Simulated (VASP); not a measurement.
The system is TaPb.

```
Ta Pb
1.0
     3.36052    0.00000    0.00000
     0.00000    3.36052    0.00000
     0.00000    0.00000    4.40469
Ta Pb
1 1
Direct
  0.50000 0.50000 0.50000
  0.00000 0.00000 0.00000
```

```yaml
Program: VASP 6.6.1
Task: relaxation of cell and atoms
Functional: PBE
Potentials_or_basis: VASP PAW PBE potentials, release 64 (Ta_sv_GW, Pb_d)
Cutoff: 500 eV
k_mesh: 6 × 6 × 4
Occupations: gaussian, width 0.1 eV
Spin: no spin polarisation
```

At the start: pressure -11.5 GPa; volume 24.87 Å³/atom.

**Question.** Where does the relaxation end?

**Answer.** Over 12 steps the energy falls by 172.6 meV/atom and the volume is 21.32 Å³/atom (-14.3 %); space group P4/mmm (No. 123, to 0.1 Å) before and after.

The path:
| step | energy change (eV) | largest force (eV/Å) | pressure (GPa) | volume (Å³) |
| --- | --- | --- | --- | --- |
| 1 | 0.0000 | 0.0000 | -11.45 | 49.74 |
| 2 | 0.0363 | 0.0000 | 21.02 | 38.01 |
| 3 | -0.2646 | 0.0000 | -0.24 | 43.44 |
| 4 | -0.2648 | 0.0000 | 0.09 | 43.32 |
| 5 | -0.2915 | 0.0000 | 0.28 | 43.07 |
| 6 | -0.3377 | 0.0000 | 1.64 | 42.16 |
| 7 | -0.2065 | 0.0000 | 9.69 | 39.57 |
| 8 | -0.2666 | 0.0000 | 5.38 | 40.81 |
| 9 | -0.3263 | 0.0000 | 3.17 | 41.54 |
| 10 | -0.3404 | 0.0000 | 2.00 | 41.99 |
| 11 | -0.3146 | 0.0000 | -4.48 | 44.29 |
| 12 | -0.3452 | 0.0000 | -0.05 | 42.64 |

Final structure:
```yaml
crystal:
  lattice:
    - [3.36513, 0.00000, 0.00000]
    - [0.00000, 3.36513, 0.00000]
    - [0.00000, 0.00000, 3.76511]
  atoms:
    - { symbol: Ta, position: [0.50000, 0.50000, 0.50000] }
    - { symbol: Pb, position: [0.00000, 0.00000, 0.00000] }
```
